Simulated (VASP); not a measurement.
# Cu in VASP: a series of runs

Cu is run at these levels: PBEsol, LDA; tasks: single point.

Program: VASP 6.6.1. These are calculated values, not measurements. Logs are shortened: lines on timing, memory, paths and dates and some standing lists are left out, and cuts for length are marked.

### 1 The cell of the first run

It takes space group P2_1/m (No. 11, monoclinic). The conventional cell has a = 2.512 Å, b = 4.113 Å, c = 2.534 Å, α = 90.00°, β = 119.14°, γ = 90.00°. Within 3.3 Å of Cu (site symmetry m) lie 12 Cu at 2.51 to 2.56 Å.

### 2 Single point, PBEsol

Input file INCAR:

```
PREC = Accurate
ENCUT = 520
EDIFF = 1E-6
ISMEAR = -1
SIGMA = 0.05
LREAL = False
LASPH = True
NELM = 80
ALGO = Normal
ISIF = 2
LWAVE = False
LCHARG = False
GGA = PS
NBANDS = 18
```

Input file KPOINTS:

```
Automatic mesh
0
Gamma
  10 10 6
```

Input file POSCAR:

```
Cu
1.0
    2.5340966698      0.0253409667      0.0000000000
   -1.2451024140      2.1819216084      0.0000000000
    0.0000000000      0.0000000000      4.1125710000
Cu
2
Direct
    0.6666666667      0.3333333333      0.7500000000
    0.3333333333      0.6666666667      0.2500000000
```

Potentials or basis: VASP PAW PBE potentials, release 64 (Cu).

Launch:

```console
cat potpaw_PBE.64/Cu/POTCAR > POTCAR
mpirun -np 1 vasp_std > vasp.out
```

OUTCAR:

```text
PREC = Accurate
   ENCUT = 520
   EDIFF = 1E-6
   ISMEAR = -1
   LREAL = False
   LASPH = True
   NELM = 80
   ISIF = 2
   GGA = PS

 ion  position               nearest neighbor table
   1  0.667  0.333  0.750-   2 2.52   2 2.52   2 2.52   2 2.52   2 2.53   2 2.53
   2  0.333  0.667  0.250-   1 2.52   1 2.52   1 2.52   1 2.52   1 2.53   1 2.53

  Warning from LATTYP: Monoclinic adjustment (A1->A3, A2->A1, A3->A2)!
  LATTYP: Found a simple monoclinic cell.
 ALAT       =     2.5121827017
 B/A-ratio  =     1.6370509188
 C/A-ratio  =     1.0087735139
 COS(beta)  =    -0.4869160342

  Lattice vectors:

 A1 = (  -1.2451024140,   2.1819216084,   0.0000000000)
 A2 = (   0.0000000000,   0.0000000000,   4.1125710000)
 A3 = (   2.5340966698,   0.0253409667,   0.0000000000)

Analysis of symmetry for initial positions (statically):
=====================================================================
 Subroutine PRICEL returns:
 Original cell was already a primitive cell.

 Routine SETGRP: Setting up the symmetry group for a
 simple monoclinic supercell.

 Subroutine GETGRP returns: Found  4 space group operations
 (whereof  2 operations were pure point group operations)
 out of a pool of  4 trial point group operations.

The static configuration has the point symmetry S_2 .
 The point group associated with its full space group is C_2h.

Analysis of symmetry for dynamics (positions and initial velocities):
=====================================================================
 Subroutine PRICEL returns:
 Original cell was already a primitive cell.

 Routine SETGRP: Setting up the symmetry group for a
 simple monoclinic supercell.

 Subroutine GETGRP returns: Found  4 space group operations
 (whereof  2 operations were pure point group operations)
 out of a pool of  4 trial point group operations.

The dynamic configuration has the point symmetry S_2 .
 The point group associated with its full space group is C_2h.

 Subroutine INISYM returns: Found  4 space group operations
 (whereof  2 operations are pure point group operations),
 and found     1 'primitive' translations

----------------------------------------------------------------------------------------

                                     Primitive cell

  volume of cell :      22.8690

  direct lattice vectors                    reciprocal lattice vectors
     2.534096670  0.025340967  0.000000000     0.392378847  0.223908984  0.000000000
    -1.245102414  2.181921608  0.000000000    -0.004557111  0.455711115  0.000000000
     0.000000000  0.000000000  4.112571000     0.000000000  0.000000000  0.243156896

  length of vectors
     2.534223371  2.512182702  4.112571000     0.451770288  0.455733900  0.243156896

  position of ions in fractional coordinates (direct lattice)
     0.666666667  0.333333333  0.750000000
     0.333333333  0.666666667  0.250000000

  ion indices of the primitive-cell ions
   primitive index   ion index
                 1           1
                 2           2

----------------------------------------------------------------------------------------

 KPOINTS: Automatic mesh

Automatic generation of k-mesh.
 Grid dimensions read from file:
 generate k-points for:   10   10    6

 Generating k-lattice:

  Cartesian coordinates                     Fractional coordinates (reciprocal lattice)
     0.039237885  0.022390898  0.000000000     0.100000000  0.000000000  0.000000000
    -0.000455711  0.045571112  0.000000000     0.000000000  0.100000000  0.000000000
     0.000000000  0.000000000  0.040526149     0.000000000  0.000000000  0.166666667

  Length of vectors
     0.045177029  0.045573390  0.040526149

  Shift w.r.t. Gamma in fractional coordinates (k-lattice)
     0.000000000  0.000000000  0.000000000

 Subroutine IBZKPT returns following result:
 ===========================================

 Found    208 irreducible k-points:

 Following reciprocal coordinates:
            Coordinates               Weight
  0.000000  0.000000  0.000000      1.000000
  0.100000  0.000000  0.000000      2.000000
  0.200000  0.000000  0.000000      2.000000
  0.300000  0.000000  0.000000      2.000000
  0.400000  0.000000  0.000000      2.000000
  0.500000  0.000000  0.000000      1.000000
[... 16 lines left out ...]
 -0.400000  0.200000  0.000000      2.000000
 -0.300000  0.200000  0.000000      2.000000
 [... further k-points ...]
   k-points           NKPTS =    208   k-points in BZ     NKDIM =    208   number of bands    NBANDS=     18
   number of dos      NEDOS =    301   number of ions     NIONS =      2
   total plane-waves  NPLWV =  12800
   dimension x,y,z NGX =    20 NGY =   20 NGZ =   32
   dimension x,y,z NGXF=    40 NGYF=   40 NGZF=   64
   ions per type =               2
   NGX,Y,Z   is equivalent  to a cutoff of  13.12, 13.24, 12.94 a.u.
   NGXF,Y,Z  is equivalent  to a cutoff of  26.24, 26.47, 25.87 a.u.
 SYSTEM =  unknown system
   PREC   = accura    normal or accurate (medium, high low for compatibility)
   ISTART =      0    job   : 0-new  1-cont  2-samecut
   ICHARG =      2    charge: 1-file 2-atom 10-const
   ISPIN  =      1    spin polarized calculation?
   LNONCOLLINEAR =      F non collinear calculations
   LSORBIT =      F    spin-orbit coupling
   LASPH  =      T    aspherical Exc in radial PAW
   ENCUT  =  520.0 eV  38.22 Ry    6.18 a.u.   4.71  4.67  7.65*2*pi/ulx,y,z
   NELM   =     80;   NELMIN=  2; NELMDL= -5     # of ELM steps
   EDIFF  = 0.1E-05   stopping-criterion for ELM
   LREAL  =      F    real-space projection
   EDIFFG = 0.1E-04   stopping-criterion for IOM
   NSW    =      0    number of steps for IOM
   IBRION =     -1    ionic relax: 0-MD 1-quasi-New 2-CG
   NFREE  =      0    steps in history (QN), initial steepest desc. (CG)
   ISIF   =      2    stress and relaxation
   ISYM   =      2    0-nonsym 1-usesym 2-fastsym
   POTIM  = 0.5000    time-step for ionic-motion
   TEBEG  =    0.0;   TEEND  =   0.0 temperature during run
   PSTRESS=    0.0 pullay stress
   NELECT =      22.0000    total number of electrons
   NUPDOWN=      -1.0000    fix difference up-down
   EMIN   =  10.00;   EMAX   =-10.00  energy-range for DOS
   EFERMI =   0.00;   METHOD = LEGACY
   ISMEAR =    -1;   SIGMA  =   0.05  broadening in eV -4-tet -1-fermi 0-gaus
   EFERMI_NEDOS =   21; number of points for ismear=-14 and -15
   IALGO  =     38    algorithm
   IMIX   =      4    mixing-type and parameters
     AMIX     =   0.40;   BMIX     =  1.00
     AMIX_MAG =   1.60;   BMIX_MAG =  1.00
  volume/ion in A,a.u.               =      11.43        77.16
  Fermi-wavevector in a.u.,A,eV,Ry     =   1.616094  3.053976 35.535169  2.611761
  Thomas-Fermi vector in A             =   2.710736
   LORBIT       =      0    0 simple, 1 ext, 2 COOP (PROOUT), +10 PAW based schemes
   GGA     = PS    functional components
   LHFCALC =     F    Hartree Fock is set to
   AEXX    =    0.0000 exact exchange contribution
   IVDW    =     0    specifies the selected vdW correction
   LEPSILON=     F    determine dielectric tensor
   LRPA    =     F    only Hartree local field effects (RPA)
 non-spin polarized calculation
  energy-cutoff  :      520.00
  volume of cell :       22.87
 maximum number of plane-waves:       632
   NGX =  9   NGY =  9   NGZ = 15

 number of electron      21.9999981 magnetization

 Free energy of the ion-electron system (eV)
  ---------------------------------------------------
  ext. energy  EPLUGINS =         0.00000000
  ---------------------------------------------------
  free energy    TOTEN  =        -8.58317608 eV

  energy without entropy =       -8.57535405  energy(sigma->0) =       -8.57926506

 E-fermi :   7.7163     XC(G=0): -13.0970

 val. band max:        7.7118757746   @ k =   0.5000   0.0000   0.0000
 cond. band min:       7.7176133921   @ k =   0.0000   0.3000   0.3333
 fundamental gap:      0.0057376175
 Fermi energy:         7.7162541530

 k-point     1 :       0.0000    0.0000    0.0000
  band No.  band energies     occupation
      1      -1.8322      2.00000
      2       2.5397      2.00000
      3       4.6661      2.00000
      4       4.6957      2.00000
      5       4.8196      2.00000
      6       4.9019      2.00000
[... 10 lines left out ...]
     17      31.1677      0.00000
     18      31.6936      0.00000

 k-point     2 :       0.1000    0.0000    0.0000
  band No.  band energies     occupation
      1      -1.5097      2.00000
      2       2.7201      2.00000
      3       4.4789      2.00000
      4       4.8136      2.00000
      5       4.9023      2.00000
      6       4.9354      2.00000
[... 10 lines left out ...]
     17      32.2183      0.00000
     18      32.9014      0.00000

 k-point     3 :       0.2000    0.0000    0.0000
  band No.  band energies     occupation
      1      -0.5761      2.00000
      2       3.1277      2.00000
      3       4.2535      2.00000
      4       4.3049      2.00000
      5       4.7019      2.00000
      6       5.0279      2.00000
[... 10 lines left out ...]
     17      28.0430      0.00000
     18      30.2233      0.00000

 k-point     4 :       0.3000    0.0000    0.0000
  band No.  band energies     occupation
      1       0.8230      2.00000
      2       3.3185      2.00000
      3       3.7437      2.00000
      4       4.1963      2.00000
      5       4.6969      2.00000
      6       4.8550      2.00000
[... 10 lines left out ...]
     17      24.6320      0.00000
     18      28.1919      0.00000

 k-point     5 :       0.4000    0.0000    0.0000
  band No.  band energies     occupation
      1       2.2101      2.00000
      2       3.1835      2.00000
      3       3.4189      2.00000
      4       4.3628      2.00000
      5       4.7262      2.00000
      6       4.8170      2.00000
[... 10 lines left out ...]
     17      21.8838      0.00000
     18      27.6162      0.00000

 k-point     6 :       0.5000    0.0000    0.0000
  band No.  band energies     occupation
      1       2.7706      2.00000
      2       3.0525      2.00000
      3       3.3136      2.00000
      4       4.5923      2.00000
      5       4.6788      2.00000
      6       4.7674      2.00000
[... 10 lines left out ...]
     17      21.4150      0.00000
     18      27.4652      0.00000

 k-point     7 :       0.0000    0.1000    0.0000
  band No.  band energies     occupation
      1      -1.5037      2.00000
      2       2.7256      2.00000
      3       4.5119      2.00000
      4       4.8335      2.00000
      5       4.8866      2.00000
      6       4.9320      2.00000
[... 10 lines left out ...]
     17      32.4054      0.00000
     18      32.7358      0.00000

 k-point     8 :       0.1000    0.1000    0.0000
  band No.  band energies     occupation
      1      -0.8800      2.00000
      2       3.0286      2.00000
      3       4.2834      2.00000
      4       4.5235      2.00000
      5       4.7731      2.00000
      6       4.9772      2.00000
[... 10 lines left out ...]
     17      30.8052      0.00000
     18      30.8622      0.00000
[... 229 lines left out ...]
     17      25.2213      0.00000
     18      25.5958      0.00000

 k-point    20 :       0.3000    0.2000    0.0000
  band No.  band energies     occupation
      1       2.8136      2.00000
      2       3.4836      2.00000
      3       3.5360      2.00000
      4       3.9050      2.00000
      5       4.5313      2.00000
      6       4.7792      2.00000
[... 10 lines left out ...]
     17      21.9826      0.00000
     18      24.4047      0.00000

 k-point    21 :       0.4000    0.2000    0.0000
  band No.  band energies     occupation
      1       3.2385      2.00000
      2       3.4225      2.00000
      3       3.4511      2.00000
      4       4.0625      2.00000
      5       4.5520      2.00000
      6       4.6564      2.00000
[... 10 lines left out ...]
     17      19.7180      0.00000
     18      24.1643      0.00000

 k-point    22 :       0.5000    0.2000    0.0000
  band No.  band energies     occupation
      1       2.8582      2.00000
      2       3.4728      2.00000
      3       3.5387      2.00000
      4       3.8931      2.00000
      5       4.5000      2.00000
      6       4.8055      2.00000
[... 10 lines left out ...]
     17      21.8592      0.00000
     18      24.4744      0.00000

 k-point    23 :      -0.4000    0.2000    0.0000
  band No.  band energies     occupation
      1       1.6489      2.00000
      2       3.6430      2.00000
      3       3.6543      2.00000
      4       3.8309      2.00000
      5       4.5677      2.00000
      6       4.8212      2.00000
[... 10 lines left out ...]
     17      25.3424      0.00000
     18      25.5128      0.00000

 k-point    24 :      -0.3000    0.2000    0.0000
  band No.  band energies     occupation
      1       0.3546      2.00000
      2       3.4249      2.00000
      3       3.9348      2.00000
      4       4.1006      2.00000
      5       4.7547      2.00000
      6       4.7643      2.00000
[... 10 lines left out ...]
     17      27.5980      0.00000
     18      28.6376      0.00000

 [... further k-points ...]
[... 5 lines left out ...]
  --------------------------------------------------------------------------------------
  -------------------------------------------------------------------------------------
  Total       -0.0937688     -0.0719143     -0.1012967     -0.1217288      0.0000000      0.0000000
  in kB       -6.5693403     -5.0382378     -7.0967415     -8.5281898      0.0000000      0.0000000
  external PRESSURE =      -6.2347732 kB  Pullay stress =       0.0000000 kB

 VOLUME and BASIS-vectors are now :
 -----------------------------------------------------------------------------
  energy-cutoff  :      520.00
  volume of cell :       22.87
      direct lattice vectors                 reciprocal lattice vectors
     2.534096670  0.025340967  0.000000000     0.392378847  0.223908984  0.000000000
    -1.245102414  2.181921608  0.000000000    -0.004557111  0.455711115  0.000000000
     0.000000000  0.000000000  4.112571000     0.000000000  0.000000000  0.243156896

 POSITION                                       TOTAL-FORCE (eV/Angst)
 -----------------------------------------------------------------------------------
      1.27436      0.74420      3.08443         0.031762      0.000383     -0.000000
      0.01463      1.46306      1.02814        -0.031762     -0.000383      0.000000
 -----------------------------------------------------------------------------------
    total drift:                                0.000000     -0.000000      0.000000

  FREE ENERGIE OF THE ION-ELECTRON SYSTEM (eV)
  ---------------------------------------------------
  free  energy   TOTEN  =        -8.5831760777 eV

  energy  without entropy=       -8.5753540493  energy(sigma->0) =       -8.57926506
```

Run time: 29 s. Hardware: 1 thread of Intel Xeon 6975P-C (Granite Rapids), shared host; peak memory 0.19 GiB.

What came out:

| Quantity | Value |
| --- | --- |
| Free energy | -8.5832 eV |
| Pressure | -0.6 GPa |
| Largest force | 0.032 eV/Å |
| Band gap on the k mesh | zero (band 11 reaches 10.98 eV, above the bottom of band 12 at 5.83 eV) |

Forces on the atoms (eV/Å):
```
Cu   0.032  0.000  0.000
Cu  -0.032  0.000  0.000
```

Caveat: the PAW data sets were made with another functional, which shifts forces and pressure a little.

(Continued in part 2 of 2.)
